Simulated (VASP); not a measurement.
# PtS2 (P3m1) in VASP: single point with PBE

Aim: the single point of PtS2 with PBE.

Program: VASP 6.6.1. These are calculated values, not measurements. Logs are shortened: lines on timing, memory, paths and dates and some standing lists are left out, and cuts for length are marked.

## 1. The cell of the first run

Symmetry: P3m1, No. 156, trigonal system. The conventional cell has a = 3.500 Å, b = 3.500 Å, c = 5.431 Å, α = 90.00°, β = 90.00°, γ = 120.00°. Pt (site symmetry 3m) has 6 S at 2.30 to 2.49 Å within 3.0 Å. Within 3.0 Å of S (site symmetry 3m) lie 3 Pt at 2.30 Å. S (site symmetry 3m) has 3 Pt at 2.49 Å and 3 S at 3.25 Å within 3.3 Å.

## 2. Single point, PBE (strained and its atoms moved)

File INCAR:

```
SYSTEM = PtS2
PREC     = Accurate       ! precision mode
ENCUT    = 520            ! plane-wave cutoff, eV
EDIFF    = 1E-6           ! SCF threshold, eV
ISMEAR   = 0              ! smearing method
SIGMA    = 0.05           ! smearing width, eV
LREAL    = .False.        ! projectors in reciprocal space
LASPH    = .True.         ! aspherical terms in the spheres
NELM     = 80             ! most SCF steps
ALGO     = Normal         ! electronic algorithm
ISIF     = 2              ! what is computed and relaxed
LWAVE    = .False.        ! write WAVECAR
LCHARG   = .True.         ! write CHGCAR
GGA      = PE             ! functional
LELF     = .True.         ! ELF
LVHAR    = .True.       
NBANDS   = 18             ! bands
```

File KPOINTS:

```
regular mesh
0
Gamma
  12 12 8
  0 0 0
```

File POSCAR:

```
PtS2
1.0
    3.5001850342      0.0000000000      0.0000000000
   -1.7500925171      3.0312491575      0.0000000000
    0.0000000000      0.0000000000      5.4311209680
Pt S
1 2
Direct
    0.0000000000      0.0000000000      0.0213904178
    0.3333333333      0.6666666667      0.2235684383
    0.6666666667      0.3333333333      0.7550411439
```

Potentials or basis: VASP PAW PBE potentials, release 64 (Pt, S).

Run with:

```bash
cat potpaw_PBE.64/Pt/POTCAR potpaw_PBE.64/S/POTCAR > POTCAR
mpirun -np 1 vasp_std > vasp.out
```

OUTCAR:

```text
SYSTEM = PtS2
   PREC = Accurate
   ENCUT = 520
   EDIFF = 1E-6
   ISMEAR = 0
   LREAL = .False.
   LASPH = .True.
   NELM = 80
   ISIF = 2
   GGA = PE

 ion  position               nearest neighbor table
   1  0.000  0.000  0.021-   2 2.30   2 2.30   2 2.30   3 2.49   3 2.49   3 2.49
   2  0.333  0.667  0.224-   1 2.30   1 2.30   1 2.30
   3  0.667  0.333  0.755-   1 2.49   1 2.49   1 2.49

  LATTYP: Found a hexagonal cell.
 ALAT       =     3.5001850342
 C/A-ratio  =     1.5516668162

  Lattice vectors:

 A1 = (   3.5001850342,   0.0000000000,   0.0000000000)
 A2 = (  -1.7500925171,   3.0312491575,   0.0000000000)
 A3 = (   0.0000000000,   0.0000000000,   5.4311209680)

Analysis of symmetry for initial positions (statically):
=====================================================================
 Subroutine PRICEL returns:
 Original cell was already a primitive cell.

 Routine SETGRP: Setting up the symmetry group for a
 hexagonal supercell.

 Subroutine GETGRP returns: Found  6 space group operations
 (whereof  6 operations were pure point group operations)
 out of a pool of 24 trial point group operations.

The static configuration has the point symmetry C_3v.

Analysis of symmetry for dynamics (positions and initial velocities):
=====================================================================
 Subroutine PRICEL returns:
 Original cell was already a primitive cell.

 Routine SETGRP: Setting up the symmetry group for a
 hexagonal supercell.

 Subroutine GETGRP returns: Found  6 space group operations
 (whereof  6 operations were pure point group operations)
 out of a pool of 24 trial point group operations.

The dynamic configuration has the point symmetry C_3v.

 Subroutine INISYM returns: Found  6 space group operations
 (whereof  6 operations are pure point group operations),
 and found     1 'primitive' translations

----------------------------------------------------------------------------------------

                                     Primitive cell

  volume of cell :      57.6238

  direct lattice vectors                    reciprocal lattice vectors
     3.500185034  0.000000000  0.000000000     0.285699182  0.164948499  0.000000000
    -1.750092517  3.031249158  0.000000000     0.000000000  0.329896999  0.000000000
     0.000000000  0.000000000  5.431120968     0.000000000  0.000000000  0.184124052

  length of vectors
     3.500185034  3.500185034  5.431120968     0.329896999  0.329896999  0.184124052

  position of ions in fractional coordinates (direct lattice)
     0.000000000  0.000000000  0.021390418
     0.333333333  0.666666667  0.223568438
     0.666666667  0.333333333  0.755041144

  ion indices of the primitive-cell ions
   primitive index   ion index
                 1           1
                 2           2
                 3           3

----------------------------------------------------------------------------------------

 KPOINTS: regular mesh

Automatic generation of k-mesh.
 Grid dimensions read from file:
 generate k-points for:   12   12    8

 Generating k-lattice:

  Cartesian coordinates                     Fractional coordinates (reciprocal lattice)
     0.023808265  0.013745708  0.000000000     0.083333333  0.000000000  0.000000000
     0.000000000  0.027491417  0.000000000     0.000000000  0.083333333  0.000000000
     0.000000000  0.000000000  0.023015507     0.000000000  0.000000000  0.125000000

  Length of vectors
     0.027491417  0.027491417  0.023015507

  Shift w.r.t. Gamma in fractional coordinates (k-lattice)
     0.000000000  0.000000000  0.000000000

 Subroutine IBZKPT returns following result:
 ===========================================

 Found    131 irreducible k-points:

 Following reciprocal coordinates:
            Coordinates               Weight
  0.000000  0.000000  0.000000      1.000000
  0.083333  0.000000  0.000000      6.000000
  0.166667  0.000000  0.000000      6.000000
  0.250000  0.000000  0.000000      6.000000
  0.333333 -0.000000  0.000000      6.000000
  0.416667  0.000000  0.000000      6.000000
[... 16 lines left out ...]
  0.166667  0.000000  0.125000      6.000000
  0.000000  0.166667  0.125000      6.000000
 [... further k-points ...]
   k-points           NKPTS =    131   k-points in BZ     NKDIM =    131   number of bands    NBANDS=     18
   number of dos      NEDOS =    301   number of ions     NIONS =      3
   total plane-waves  NPLWV =  31360
   dimension x,y,z NGX =    28 NGY =   28 NGZ =   40
   dimension x,y,z NGXF=    56 NGYF=   56 NGZF=   80
   ions per type =               1   2
   NGX,Y,Z   is equivalent  to a cutoff of  13.30, 13.30, 12.24 a.u.
   NGXF,Y,Z  is equivalent  to a cutoff of  26.60, 26.60, 24.49 a.u.
 SYSTEM =  PtS2
   PREC   = accura    normal or accurate (medium, high low for compatibility)
   ISTART =      0    job   : 0-new  1-cont  2-samecut
   ICHARG =      2    charge: 1-file 2-atom 10-const
   ISPIN  =      1    spin polarized calculation?
   LNONCOLLINEAR =      F non collinear calculations
   LSORBIT =      F    spin-orbit coupling
   LASPH  =      T    aspherical Exc in radial PAW
   ENCUT  =  520.0 eV  38.22 Ry    6.18 a.u.   6.51  6.51 10.10*2*pi/ulx,y,z
   NELM   =     80;   NELMIN=  2; NELMDL= -5     # of ELM steps
   EDIFF  = 0.1E-05   stopping-criterion for ELM
   LREAL  =      F    real-space projection
   EDIFFG = 0.1E-04   stopping-criterion for IOM
   NSW    =      0    number of steps for IOM
   IBRION =     -1    ionic relax: 0-MD 1-quasi-New 2-CG
   NFREE  =      0    steps in history (QN), initial steepest desc. (CG)
   ISIF   =      2    stress and relaxation
   ISYM   =      2    0-nonsym 1-usesym 2-fastsym
   POTIM  = 0.5000    time-step for ionic-motion
   TEBEG  =    0.0;   TEEND  =   0.0 temperature during run
   PSTRESS=    0.0 pullay stress
   NELECT =      22.0000    total number of electrons
   NUPDOWN=      -1.0000    fix difference up-down
   EMIN   =  10.00;   EMAX   =-10.00  energy-range for DOS
   EFERMI =   0.00;   METHOD = LEGACY
   ISMEAR =     0;   SIGMA  =   0.05  broadening in eV -4-tet -1-fermi 0-gaus
   EFERMI_NEDOS =   21; number of points for ismear=-14 and -15
   IALGO  =     38    algorithm
   IMIX   =      4    mixing-type and parameters
     AMIX     =   0.40;   BMIX     =  1.00
     AMIX_MAG =   1.60;   BMIX_MAG =  1.00
  volume/ion in A,a.u.               =      19.21       129.62
  Fermi-wavevector in a.u.,A,eV,Ry     =   1.187631  2.244298 19.190588  1.410468
  Thomas-Fermi vector in A             =   2.323779
   LORBIT       =      0    0 simple, 1 ext, 2 COOP (PROOUT), +10 PAW based schemes
   GGA     = PE    functional components
   LHFCALC =     F    Hartree Fock is set to
   AEXX    =    0.0000 exact exchange contribution
   IVDW    =     0    specifies the selected vdW correction
   LEPSILON=     F    determine dielectric tensor
   LRPA    =     F    only Hartree local field effects (RPA)
 non-spin polarized calculation
 Gauss-broadening in eV      SIGMA  =   0.05
  energy-cutoff  :      520.00
  volume of cell :       57.62
 maximum number of plane-waves:      1586
 NGX is ok and might be reduce to    28
   NGX = 13   NGY = 13   NGZ = 21

 number of electron      22.0000001 magnetization

 Free energy of the ion-electron system (eV)
  ---------------------------------------------------
  ext. energy  EPLUGINS =         0.00000000
  ---------------------------------------------------
  free energy    TOTEN  =       -15.11297387 eV

  energy without entropy =      -15.11297387  energy(sigma->0) =      -15.11297387

 E-fermi :   6.2567     XC(G=0): -10.3282

 val. band max:        6.0510152494   @ k =   0.0000   0.1667   0.2500
 cond. band min:       6.6184183921   @ k =   0.3333   0.3333   0.0000
 fundamental gap:      0.5674031427
 Fermi energy:         6.2567438632

 k-point     1 :       0.0000    0.0000    0.0000
  band No.  band energies     occupation
      1      -9.0598      2.00000
      2      -6.3933      2.00000
      3      -0.6823      2.00000
      4      -0.4546      2.00000
      5      -0.4546      2.00000
      6       2.3021      2.00000
[... 10 lines left out ...]
     17      14.4021      0.00000
     18      17.4643      0.00000

 k-point     2 :       0.0833    0.0000    0.0000
  band No.  band energies     occupation
      1      -8.9727      2.00000
      2      -6.4134      2.00000
      3      -0.6179      2.00000
      4      -0.4058      2.00000
      5      -0.3990      2.00000
      6       2.1945      2.00000
[... 10 lines left out ...]
     17      14.6819      0.00000
     18      17.1604      0.00000

 k-point     3 :       0.1667    0.0000    0.0000
  band No.  band energies     occupation
      1      -8.7237      2.00000
      2      -6.4660      2.00000
      3      -0.4962      2.00000
      4      -0.2502      2.00000
      5      -0.1935      2.00000
      6       1.8313      2.00000
[... 10 lines left out ...]
     17      15.3451      0.00000
     18      16.0489      0.00000

 k-point     4 :       0.2500    0.0000    0.0000
  band No.  band energies     occupation
      1      -8.3538      2.00000
      2      -6.5285      2.00000
      3      -0.4264      2.00000
      4      -0.0655      2.00000
      5       0.2339      2.00000
      6       1.2284      2.00000
[... 10 lines left out ...]
     17      15.2991      0.00000
     18      15.6185      0.00000

 k-point     5 :       0.3333   -0.0000    0.0000
  band No.  band energies     occupation
      1      -7.9477      2.00000
      2      -6.5638      2.00000
      3      -0.5880      2.00000
      4       0.0752      2.00000
      5       0.7878      2.00000
      6       0.8222      2.00000
[... 10 lines left out ...]
     17      15.1821      0.00000
     18      15.8910      0.00000

 k-point     6 :       0.4167    0.0000    0.0000
  band No.  band energies     occupation
      1      -7.6381      2.00000
      2      -6.5407      2.00000
      3      -1.0133      2.00000
      4       0.1369      2.00000
      5       0.8348      2.00000
      6       1.4015      2.00000
[... 10 lines left out ...]
     17      14.7892      0.00000
     18      16.7203      0.00000

 k-point     7 :       0.5000    0.0000    0.0000
  band No.  band energies     occupation
      1      -7.5298      2.00000
      2      -6.5086      2.00000
      3      -1.2281      2.00000
      4       0.1499      2.00000
      5       0.9406      2.00000
      6       1.6749      2.00000
[... 10 lines left out ...]
     17      14.6475      0.00000
     18      16.8822      0.00000

 k-point     8 :       0.0833    0.0833    0.0000
  band No.  band energies     occupation
      1      -8.8045      2.00000
      2      -6.4497      2.00000
      3      -0.5107      2.00000
      4      -0.3477      2.00000
      5      -0.2389      2.00000
      6       2.0217      2.00000
[... 10 lines left out ...]
     17      15.1973      0.00000
     18      16.3981      0.00000
[... 229 lines left out ...]
     17      15.5189      0.00000
     18      16.4089      0.00000

 k-point    20 :       0.0000    0.0000    0.1250
  band No.  band energies     occupation
      1      -9.0331      2.00000
      2      -6.4638      2.00000
      3      -0.5562      2.00000
      4      -0.4531      2.00000
      5      -0.4531      2.00000
      6       2.3004      2.00000
[... 10 lines left out ...]
     17      14.3800      0.00000
     18      17.1458      0.00000

 k-point    21 :       0.0833    0.0000    0.1250
  band No.  band energies     occupation
      1      -8.9461      2.00000
      2      -6.4802      2.00000
      3      -0.5488      2.00000
      4      -0.3942      2.00000
      5      -0.3602      2.00000
      6       2.1971      2.00000
[... 10 lines left out ...]
     17      14.5477      0.00000
     18      16.7851      0.00000

 k-point    22 :       0.0000    0.0833    0.1250
  band No.  band energies     occupation
      1      -8.9465      2.00000
      2      -6.4785      2.00000
      3      -0.5807      2.00000
      4      -0.4009      2.00000
      5      -0.3240      2.00000
      6       2.1861      2.00000
[... 10 lines left out ...]
     17      14.7755      0.00000
     18      16.8112      0.00000

 k-point    23 :       0.1667    0.0000    0.1250
  band No.  band energies     occupation
      1      -8.6965      2.00000
      2      -6.5262      2.00000
      3      -0.4583      2.00000
      4      -0.2425      2.00000
      5      -0.1454      2.00000
      6       1.8552      2.00000
[... 10 lines left out ...]
     17      15.1188      0.00000
     18      16.0165      0.00000

 k-point    24 :       0.0000    0.1667    0.1250
  band No.  band energies     occupation
      1      -8.7005      2.00000
      2      -6.5138      2.00000
      3      -0.5892      2.00000
      4      -0.2567      2.00000
      5      -0.0115      2.00000
      6       1.7947      2.00000
[... 10 lines left out ...]
     17      15.5628      0.00000
     18      15.6538      0.00000

 [... further k-points ...]

------------------------ aborting loop because EDIFF is reached ----------------------------------------

  FORCE on cell =-STRESS in cart. coord.  units (eV):
  Direction    XX          YY          ZZ          XY          YZ          ZX
  --------------------------------------------------------------------------------------
  -------------------------------------------------------------------------------------
  Total        2.3853604      2.3853604      0.3739154      0.0000000      0.0000000      0.0000000
  in kB       66.3227413     66.3227413     10.3963722      0.0000000      0.0000000      0.0000000
  external PRESSURE =      47.6806182 kB  Pullay stress =       0.0000000 kB

 VOLUME and BASIS-vectors are now :
 -----------------------------------------------------------------------------
  energy-cutoff  :      520.00
  volume of cell :       57.62
      direct lattice vectors                 reciprocal lattice vectors
     3.500185034  0.000000000  0.000000000     0.285699182  0.164948499  0.000000000
    -1.750092517  3.031249158  0.000000000     0.000000000  0.329896999  0.000000000
     0.000000000  0.000000000  5.431120968     0.000000000  0.000000000  0.184124052

 POSITION                                       TOTAL-FORCE (eV/Angst)
 -----------------------------------------------------------------------------------
      0.00000      0.00000      0.11617         0.000000      0.000000     -3.153313
     -0.00000      2.02083      1.21423        -0.000000      0.000000      1.697036
      1.75009      1.01042      4.10072        -0.000000      0.000000      1.456277
 -----------------------------------------------------------------------------------
    total drift:                               -0.000000      0.000000     -0.000227

  FREE ENERGIE OF THE ION-ELECTRON SYSTEM (eV)
  ---------------------------------------------------
  free  energy   TOTEN  =       -15.1129738686 eV

  energy  without entropy=      -15.1129738685  energy(sigma->0) =      -15.11297387
```

It took 3.2 min on 1 thread of Intel Xeon 8259CL, shared host; peak memory 0.27 GiB.

What came out:

```yaml
Free_energy: -15.1130 eV
Pressure: 4.8 GPa
Largest_force: 3.153 eV/Å
Band_gap_on_the_k_mesh: 0.57 eV (least direct gap 0.97 eV)
```

Forces in eV/Å, atoms in the order of the input:
```
Pt   0.000  0.000 -3.153
S    0.000  0.000  1.697
S    0.000  0.000  1.456
```

Levels at points of the mesh, in eV from the valence-band top:
```csv
k point,band 9,band 10,band 11,band 12,band 13,band 14
"(0.00, 0.00, 0.00)",-0.74,-0.74,-0.10,2.33,2.33,4.89
"(0.50, 0.00, 0.00)",-2.71,-2.58,-2.20,1.53,2.39,5.32
"(0.00, 0.00, 0.50)",-1.06,-0.88,-0.88,2.66,2.66,5.46
"(0.50, 0.00, 0.50)",-2.61,-2.35,-1.46,1.84,2.08,4.81
```

Caveat: the cell differs from its parent crystal (strained and its atoms moved); the cell stands under pressure; spin-orbit coupling is left out, which moves the levels of the heavy elements; this functional lacks dispersion, which binds the layers, so the pressure and a relaxed spacing across them are unreliable; forces of over 1 eV/Å act on the atoms, so gaps and moduli don't describe the material at rest. A k mesh can miss the band edges.
